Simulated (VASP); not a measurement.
# Si4Cl (Cmmm) in VASP: notebook

The runs below take Si4Cl through single point, relaxation of cell and atoms, with PBE.

All numbers are computed with VASP 6.6.1; they aren't measurements. Logs are shortened: lines on timing, memory, paths and dates and some standing lists are left out, and cuts for length are marked.

## (1) The cell of the first run

The structure is orthorhombic, space group Cmmm (No. 65). The conventional cell has a = 7.496 Å, b = 9.781 Å, c = 3.312 Å, α = 90.00°, β = 90.00°, γ = 90.00°. Within 3.4 Å of Si (site symmetry 2mm) lie 1 Cl at 2.41 Å and 7 Si at 2.51 to 3.31 Å. Within 3.4 Å of Si (site symmetry m2m) lie 7 Si at 2.51 to 3.31 Å. Within 3.4 Å of Cl (site symmetry mmm) lie 2 Si at 2.41 Å and 2 Cl at 3.31 Å.

The cell was built from a structure type or drawn by symmetry, and may not be a known phase.

## (2) Single point, PBE

Contents of INCAR:

```
SYSTEM = Si4Cl
  PREC = Accurate
  ENCUT = 520
  EDIFF = 1E-6
  ISMEAR = 0
  SIGMA = 0.1
  LREAL = .FALSE.
  LASPH = .TRUE.
  NELM = 100
  ALGO = Normal
  ISIF = 2
  LWAVE = .FALSE.
  LCHARG = .FALSE.
  GGA = PE
  NBANDS = 20
```

Contents of KPOINTS:

```
regular mesh
0
G
  6 6 12
  0 0 0
```

Contents of POSCAR:

```
Si4Cl
1.0
    3.7478806108     -4.8906626583      0.0000000000
    3.7478806108      4.8906626583      0.0000000000
    0.0000000000      0.0000000000      3.3118971966
Si Cl
4 1
Direct
    0.3208884154      0.3208884154      0.0000000000
    0.3640166461      0.6359833539      0.5000000000
    0.6359833539      0.3640166461      0.5000000000
    0.6791115846      0.6791115846      0.0000000000
    0.0000000000      0.0000000000      0.0000000000
```

Potentials or basis: VASP PAW PBE potentials, release 64 (Si, Cl).

Run with:

```bash
> cat potpaw_PBE.64/Si/POTCAR potpaw_PBE.64/Cl/POTCAR > POTCAR
> mpirun -np 1 vasp_std > vasp.out
```

OUTCAR:

```text
SYSTEM = Si4Cl
   PREC = Accurate
   ENCUT = 520
   EDIFF = 1E-6
   ISMEAR = 0
   LREAL = .FALSE.
   LASPH = .TRUE.
   NELM = 100
   ISIF = 2
   GGA = PE

 ion  position               nearest neighbor table
   1  0.321  0.321  0.000-   5 2.41   3 2.51   2 2.51   2 2.51   3 2.51   4 2.69
   2  0.364  0.636  0.500-   1 2.51   4 2.51   1 2.51   4 2.51   3 2.66
   3  0.636  0.364  0.500-   1 2.51   4 2.51   1 2.51   4 2.51   2 2.66
   4  0.679  0.679  0.000-   5 2.41   3 2.51   2 2.51   2 2.51   3 2.51   1 2.69
   5  0.000  0.000  0.000-   1 2.41   4 2.41

  LATTYP: Found a base centered orthorhombic cell.
 ALAT       =     7.4957612216
 B/A-ratio  =     1.3049142078
 C/A-ratio  =     0.4418360055

  Lattice vectors:

 A1 = (   3.7478806108,  -4.8906626583,   0.0000000000)
 A2 = (   3.7478806108,   4.8906626583,   0.0000000000)
 A3 = (   0.0000000000,   0.0000000000,   3.3118971966)

Analysis of symmetry for initial positions (statically):
=====================================================================
 Subroutine PRICEL returns:
 Original cell was already a primitive cell.

 Routine SETGRP: Setting up the symmetry group for a
 base centered orthorhombic supercell.

 Subroutine GETGRP returns: Found  8 space group operations
 (whereof  8 operations were pure point group operations)
 out of a pool of  8 trial point group operations.

The static configuration has the point symmetry D_2h.

Analysis of symmetry for dynamics (positions and initial velocities):
=====================================================================
 Subroutine PRICEL returns:
 Original cell was already a primitive cell.

 Routine SETGRP: Setting up the symmetry group for a
 base centered orthorhombic supercell.

 Subroutine GETGRP returns: Found  8 space group operations
 (whereof  8 operations were pure point group operations)
 out of a pool of  8 trial point group operations.

The dynamic configuration has the point symmetry D_2h.

 Subroutine INISYM returns: Found  8 space group operations
 (whereof  8 operations are pure point group operations),
 and found     1 'primitive' translations

----------------------------------------------------------------------------------------

                                     Primitive cell

  volume of cell :     121.4116

  direct lattice vectors                    reciprocal lattice vectors
     3.747880611 -4.890662658  0.000000000     0.133408732 -0.102235635  0.000000000
     3.747880611  4.890662658  0.000000000     0.133408732  0.102235635  0.000000000
     0.000000000  0.000000000  3.311897197     0.000000000  0.000000000  0.301941739

  length of vectors
     6.161589917  6.161589917  3.311897197     0.168077407  0.168077407  0.301941739

  position of ions in fractional coordinates (direct lattice)
     0.320888415  0.320888415  0.000000000
     0.364016646  0.635983354  0.500000000
     0.635983354  0.364016646  0.500000000
     0.679111585  0.679111585  0.000000000
     0.000000000  0.000000000  0.000000000

  ion indices of the primitive-cell ions
   primitive index   ion index
                 1           1
                 2           2
                 3           3
                 4           4
                 5           5

----------------------------------------------------------------------------------------

 KPOINTS: regular mesh

Automatic generation of k-mesh.
 Grid dimensions read from file:
 generate k-points for:    6    6   12

 Generating k-lattice:

  Cartesian coordinates                     Fractional coordinates (reciprocal lattice)
     0.022234789 -0.017039272  0.000000000     0.166666667  0.000000000  0.000000000
     0.022234789  0.017039272  0.000000000     0.000000000  0.166666667  0.000000000
     0.000000000  0.000000000  0.025161812     0.000000000  0.000000000  0.083333333

  Length of vectors
     0.028012901  0.028012901  0.025161812

  Shift w.r.t. Gamma in fractional coordinates (k-lattice)
     0.000000000  0.000000000  0.000000000

 Subroutine IBZKPT returns following result:
 ===========================================

 Found     91 irreducible k-points:

 Following reciprocal coordinates:
            Coordinates               Weight
  0.000000  0.000000  0.000000      1.000000
  0.166667 -0.000000  0.000000      4.000000
  0.333333  0.000000  0.000000      4.000000
  0.500000 -0.000000  0.000000      2.000000
  0.166667  0.166667  0.000000      2.000000
  0.333333  0.166667  0.000000      4.000000
[... 16 lines left out ...]
  0.333333  0.333333  0.083333      4.000000
  0.500000  0.333333  0.083333      8.000000
 [... further k-points ...]
   k-points           NKPTS =     91   k-points in BZ     NKDIM =     91   number of bands    NBANDS=     20
   number of dos      NEDOS =    301   number of ions     NIONS =      5
   total plane-waves  NPLWV =  64512
   dimension x,y,z NGX =    48 NGY =   48 NGZ =   28
   dimension x,y,z NGXF=    96 NGYF=   96 NGZF=   56
   ions per type =               4   1
   NGX,Y,Z   is equivalent  to a cutoff of  12.95, 12.95, 14.06 a.u.
   NGXF,Y,Z  is equivalent  to a cutoff of  25.90, 25.90, 28.11 a.u.
 SYSTEM =  Si4Cl
   PREC   = accura    normal or accurate (medium, high low for compatibility)
   ISTART =      0    job   : 0-new  1-cont  2-samecut
   ICHARG =      2    charge: 1-file 2-atom 10-const
   ISPIN  =      1    spin polarized calculation?
   LNONCOLLINEAR =      F non collinear calculations
   LSORBIT =      F    spin-orbit coupling
   LASPH  =      T    aspherical Exc in radial PAW
   ENCUT  =  520.0 eV  38.22 Ry    6.18 a.u.  11.46 11.46  6.16*2*pi/ulx,y,z
   NELM   =    100;   NELMIN=  2; NELMDL= -5     # of ELM steps
   EDIFF  = 0.1E-05   stopping-criterion for ELM
   LREAL  =      F    real-space projection
   EDIFFG = 0.1E-04   stopping-criterion for IOM
   NSW    =      0    number of steps for IOM
   IBRION =     -1    ionic relax: 0-MD 1-quasi-New 2-CG
   NFREE  =      0    steps in history (QN), initial steepest desc. (CG)
   ISIF   =      2    stress and relaxation
   ISYM   =      2    0-nonsym 1-usesym 2-fastsym
   POTIM  = 0.5000    time-step for ionic-motion
   TEBEG  =    0.0;   TEEND  =   0.0 temperature during run
   PSTRESS=    0.0 pullay stress
   NELECT =      23.0000    total number of electrons
   NUPDOWN=      -1.0000    fix difference up-down
   EMIN   =  10.00;   EMAX   =-10.00  energy-range for DOS
   EFERMI =   0.00;   METHOD = LEGACY
   ISMEAR =     0;   SIGMA  =   0.10  broadening in eV -4-tet -1-fermi 0-gaus
   EFERMI_NEDOS =   21; number of points for ismear=-14 and -15
   IALGO  =     38    algorithm
   IMIX   =      4    mixing-type and parameters
     AMIX     =   0.40;   BMIX     =  1.00
     AMIX_MAG =   1.60;   BMIX_MAG =  1.00
  volume/ion in A,a.u.               =      24.28       163.87
  Fermi-wavevector in a.u.,A,eV,Ry     =   0.940223  1.776763 12.027802  0.884018
  Thomas-Fermi vector in A             =   2.067613
   LORBIT       =      0    0 simple, 1 ext, 2 COOP (PROOUT), +10 PAW based schemes
   GGA     = PE    functional components
   LHFCALC =     F    Hartree Fock is set to
   AEXX    =    0.0000 exact exchange contribution
   IVDW    =     0    specifies the selected vdW correction
   LEPSILON=     F    determine dielectric tensor
   LRPA    =     F    only Hartree local field effects (RPA)
 non-spin polarized calculation
 Gauss-broadening in eV      SIGMA  =   0.10
  energy-cutoff  :      520.00
  volume of cell :      121.41
 maximum number of plane-waves:      3292
 NGX is ok and might be reduce to    48
   NGX = 23   NGY = 23   NGZ = 13

 number of electron      22.9999999 magnetization

 Free energy of the ion-electron system (eV)
  ---------------------------------------------------
  ext. energy  EPLUGINS =         0.00000000
  ---------------------------------------------------
  free energy    TOTEN  =       -21.38666891 eV

  energy without entropy =      -21.38134280  energy(sigma->0) =      -21.38400586

 E-fermi :   3.6837     XC(G=0):  -8.5312

 val. band max:        3.6560265615   @ k =  -0.3333   0.3333   0.4167
 cond. band min:       3.7475057229   @ k =   0.3333   0.1667   0.4167
 fundamental gap:      0.0914791613
 Fermi energy:         3.6837301899

 k-point     1 :       0.0000    0.0000    0.0000
  band No.  band energies     occupation
      1     -12.3925      2.00000
      2      -8.6427      2.00000
      3      -4.9521      2.00000
      4      -3.5806      2.00000
      5      -0.7640      2.00000
      6      -0.2989      2.00000
[... 12 lines left out ...]
     19      10.2954      0.00000
     20      10.5188      0.00000

 k-point     2 :       0.1667   -0.0000    0.0000
  band No.  band energies     occupation
      1     -12.3880      2.00000
      2      -8.6756      2.00000
      3      -4.7702      2.00000
      4      -3.6311      2.00000
      5      -1.4007      2.00000
      6      -0.4396      2.00000
[... 12 lines left out ...]
     19      10.3842      0.00000
     20      10.4997      0.00000

 k-point     3 :       0.3333    0.0000    0.0000
  band No.  band energies     occupation
      1     -12.3790      2.00000
      2      -8.7384      2.00000
      3      -4.2736      2.00000
      4      -3.7188      2.00000
      5      -2.4280      2.00000
      6      -0.6347      2.00000
[... 12 lines left out ...]
     19      10.3819      0.00000
     20      10.5360      0.00000

 k-point     4 :       0.5000   -0.0000    0.0000
  band No.  band energies     occupation
      1     -12.3744      2.00000
      2      -8.7686      2.00000
      3      -3.8564      2.00000
      4      -3.6143      2.00000
      5      -3.1808      2.00000
      6      -0.7112      2.00000
[... 12 lines left out ...]
     19      10.4312      0.00000
     20      10.4466      0.00000

 k-point     5 :       0.1667    0.1667    0.0000
  band No.  band energies     occupation
      1     -12.3804      2.00000
      2      -8.7412      2.00000
      3      -4.2443      2.00000
      4      -3.6933      2.00000
      5      -2.4394      2.00000
      6      -0.4327      2.00000
[... 12 lines left out ...]
     19      10.1609      0.00000
     20      10.7011      0.00000

 k-point     6 :       0.3333    0.1667    0.0000
  band No.  band energies     occupation
      1     -12.3745      2.00000
      2      -8.7677      2.00000
      3      -3.8249      2.00000
      4      -3.6788      2.00000
      5      -3.1789      2.00000
      6      -0.4883      2.00000
[... 12 lines left out ...]
     19      10.0585      0.00000
     20      10.7883      0.00000

 k-point     7 :       0.5000    0.1667    0.0000
  band No.  band energies     occupation
      1     -12.3762      2.00000
      2      -8.7311      2.00000
      3      -4.3166      2.00000
      4      -3.8329      2.00000
      5      -2.4155      2.00000
      6      -0.5317      2.00000
[... 12 lines left out ...]
     19      10.3397      0.00000
     20      10.5683      0.00000
[... 277 lines left out ...]
 k-point    20 :       0.5000    0.1667    0.0833
  band No.  band energies     occupation
      1     -12.3525      2.00000
      2      -8.6416      2.00000
      3      -4.2478      2.00000
      4      -3.7463      2.00000
      5      -2.3736      2.00000
      6      -0.4842      2.00000
[... 12 lines left out ...]
     19      10.3659      0.00000
     20      10.4491      0.00000

 k-point    21 :      -0.3333    0.1667    0.0833
  band No.  band energies     occupation
      1     -12.3598      2.00000
      2      -8.5756      2.00000
      3      -4.7506      2.00000
      4      -3.6994      2.00000
      5      -1.3656      2.00000
      6      -0.4597      2.00000
[... 12 lines left out ...]
     19       9.9404      0.00000
     20      10.7119      0.00000

 k-point    22 :      -0.1667    0.1667    0.0833
  band No.  band energies     occupation
      1     -12.3655      2.00000
      2      -8.5469      2.00000
      3      -4.9142      2.00000
      4      -3.5959      2.00000
      5      -0.7357      2.00000
      6      -0.4224      2.00000
[... 12 lines left out ...]
     19       9.7776      0.00000
     20      10.7571      0.00000

 k-point    23 :       0.3333    0.3333    0.0833
  band No.  band energies     occupation
      1     -12.3512      2.00000
      2      -8.6370      2.00000
      3      -4.2600      2.00000
      4      -3.8307      2.00000
      5      -2.3697      2.00000
      6      -0.2174      2.00000
[... 12 lines left out ...]
     19       9.9885      0.00000
     20      10.3869      0.00000

 k-point    24 :       0.5000    0.3333    0.0833
  band No.  band energies     occupation
      1     -12.3559      2.00000
      2      -8.5621      2.00000
      3      -4.7942      2.00000
      4      -3.8811      2.00000
      5      -1.3657      2.00000
      6      -0.1436      2.00000
[... 12 lines left out ...]
     19       9.6866      0.00000
     20       9.9938      0.00000

 [... further k-points ...]

------------------------ aborting loop because EDIFF is reached ----------------------------------------

  FORCE on cell =-STRESS in cart. coord.  units (eV):
  Direction    XX          YY          ZZ          XY          YZ          ZX
  --------------------------------------------------------------------------------------
  -------------------------------------------------------------------------------------
  Total       -0.0161759     -0.0701217     -0.0071320      0.0000000      0.0000000      0.0000000
  in kB       -0.2134614     -0.9253433     -0.0941161      0.0000000      0.0000000      0.0000000
  external PRESSURE =      -0.4109736 kB  Pullay stress =       0.0000000 kB

 VOLUME and BASIS-vectors are now :
 -----------------------------------------------------------------------------
  energy-cutoff  :      520.00
  volume of cell :      121.41
      direct lattice vectors                 reciprocal lattice vectors
     3.747880611 -4.890662658  0.000000000     0.133408732 -0.102235635  0.000000000
     3.747880611  4.890662658  0.000000000     0.133408732  0.102235635  0.000000000
     0.000000000  0.000000000  3.311897197     0.000000000  0.000000000  0.301941739

 POSITION                                       TOTAL-FORCE (eV/Angst)
 -----------------------------------------------------------------------------------
      2.40530      0.00000      0.00000         0.012884      0.000000     -0.000000
      3.74788      1.33010      1.65595         0.000000     -0.016748     -0.000000
      3.74788     -1.33010      1.65595         0.000000      0.016748      0.000000
      5.09046      0.00000      0.00000        -0.012884      0.000000      0.000000
      0.00000      0.00000      0.00000         0.000000      0.000000      0.000000
 -----------------------------------------------------------------------------------
    total drift:                               -0.000000     -0.000000      0.000000

  FREE ENERGIE OF THE ION-ELECTRON SYSTEM (eV)
  ---------------------------------------------------
  free  energy   TOTEN  =       -21.3866689121 eV

  energy  without entropy=      -21.3813427992  energy(sigma->0) =      -21.38400586
```

Wall time 2.8 min (1 thread of Intel Xeon 6975P-C (Granite Rapids), shared host); peak memory 0.32 GiB.

What came out:

```yaml
Free_energy: -21.3867 eV
Pressure: 0.0 GPa
Largest_force: 0.017 eV/Å
Band_gap_on_the_k_mesh: zero (an odd number of electrons rules out a gap without spin polarisation)
```

Forces on the atoms (eV/Å):
```
Si   0.013  0.000  0.000
Si   0.000 -0.017  0.000
Si   0.000  0.017  0.000
Si  -0.013  0.000  0.000
Cl   0.000  0.000  0.000
```

Caveat: an odd number of electrons without spin polarisation forces a metal; a magnetic or distorted state may lie lower.

## (3) Relaxation of cell and atoms, PBE

This run uses another cell than the first one, of 24.65 Å³/atom.

Contents of INCAR:

```
PREC = Accurate
ENCUT = 600
EDIFF = 1E-7
ISMEAR = 0
SIGMA = 0.1
LREAL = F
LASPH = T
NELM = 60
ALGO = Normal
ISIF = 3
LWAVE = F
LCHARG = F
GGA = PE
IBRION = 2
NSW = 100
EDIFFG = -0.01
```

Contents of KPOINTS:

```
Automatic mesh
0
Gamma
  6 6 12
```

Contents of POSCAR:

```
Si4Cl
1.0
    3.8182015431     -4.9500455381      0.0000000000
    3.8182015431      4.9500455381      0.0000000000
    0.0000000000      0.0000000000      3.2599157740
Si Cl
4 1
Direct
    0.3180493633      0.3180493633      0.0000000000
    0.3681322827      0.6318677173      0.5000000000
    0.6318677173      0.3681322827      0.5000000000
    0.6819506367      0.6819506367      0.0000000000
    0.0000000000      0.0000000000      0.0000000000
```

Potentials or basis: VASP PAW PBE potentials, release 64 (Si, Cl).

Run with:

```bash
> cat potpaw_PBE.64/Si/POTCAR potpaw_PBE.64/Cl/POTCAR > POTCAR
> mpirun -np 1 vasp_std > vasp.out
```

Wall time 21 min (1 thread of Intel Xeon 6975P-C (Granite Rapids), shared host); peak memory 0.37 GiB.

Results (log left out):

```
Free energy                           : -21.3872 eV
Relaxed volume                        : 24.25 Å³/atom
Relaxed cell                          : a = 6.157 Å, b = 6.157 Å, c = 3.311 Å, α = 90.00°, β = 90.00°, γ = 105.02°
Space group after relaxing (to 0.1 Å) : Cmmm (No. 65)
Energy gained by relaxing             : 9.3 meV/atom
Ionic steps                           : 16
Pressure after relaxing               : 0.0 GPa
Largest force after relaxing          : 0.006 eV/Å
Band gap on the k mesh                : zero (an odd number of electrons rules out a gap without spin polarisation)
```

Forces in eV/Å, atoms in the order of the input:
```
Si   0.006  0.000  0.000
Si   0.000 -0.001  0.000
Si   0.000  0.001  0.000
Si  -0.006  0.000  0.000
Cl   0.000  0.000  0.000
```

The path:
```csv
step,energy change (eV),largest force (eV/Å),pressure (GPa),volume (Å³)
1,0.0000,0.2930,0.04,123.23
2,-0.0444,0.0717,0.13,123.29
3,-0.0444,0.0771,0.13,123.29
4,-0.0452,0.0366,-0.03,123.64
5,-0.0453,0.0224,-0.09,123.76
6,-0.0454,0.0191,-0.01,123.56
7,-0.0454,0.0188,-0.01,123.56
8,-0.0455,0.0165,-0.01,123.47
9,-0.0456,0.0096,0.00,123.18
10,-0.0459,0.0081,0.01,122.61
11,-0.0458,0.0322,0.05,121.48
12,-0.0459,0.0184,0.03,122.12
13,-0.0460,0.0181,0.03,122.08
14,-0.0460,0.0162,0.03,121.96
15,-0.0462,0.0128,0.03,121.72
16,-0.0463,0.0060,0.03,121.24
```

Final structure:
```
Si Cl
1.0
     3.74733   -4.88567    0.00000
     3.74733    4.88567    0.00000
     0.00000    0.00000    3.31098
Si Cl
4 1
Direct
  0.32091 0.32091 0.00000
  0.36398 0.63602 0.50000
  0.63602 0.36398 0.50000
  0.67909 0.67909 0.00000
  0.00000 0.00000 0.00000
```

Levels at points of the mesh, in eV from the Fermi level:
```csv
k point,band 8,band 9,band 10,band 11,band 12,band 13,band 14,band 15
"(0.00, 0.00, 0.00)",-2.81,-2.36,-2.28,-0.79,1.60,1.89,3.25,3.73
"(0.50, 0.00, 0.00)",-2.20,-1.77,-0.90,0.93,1.02,1.80,1.93,2.80
"(0.50, 0.50, 0.00)",-2.34,-1.82,-1.72,-0.79,1.50,1.93,2.69,3.17
"(0.00, 0.00, 0.50)",-3.65,-3.32,-2.44,-0.98,-0.51,0.19,0.32,1.98
"(0.50, 0.00, 0.50)",-3.73,-3.48,-3.17,-0.94,0.88,0.98,1.87,2.73
"(0.50, 0.50, 0.50)",-4.02,-2.84,-2.48,-0.50,-0.42,0.92,1.38,2.93
```

Caveat: an odd number of electrons without spin polarisation forces a metal; a magnetic or distorted state may lie lower.
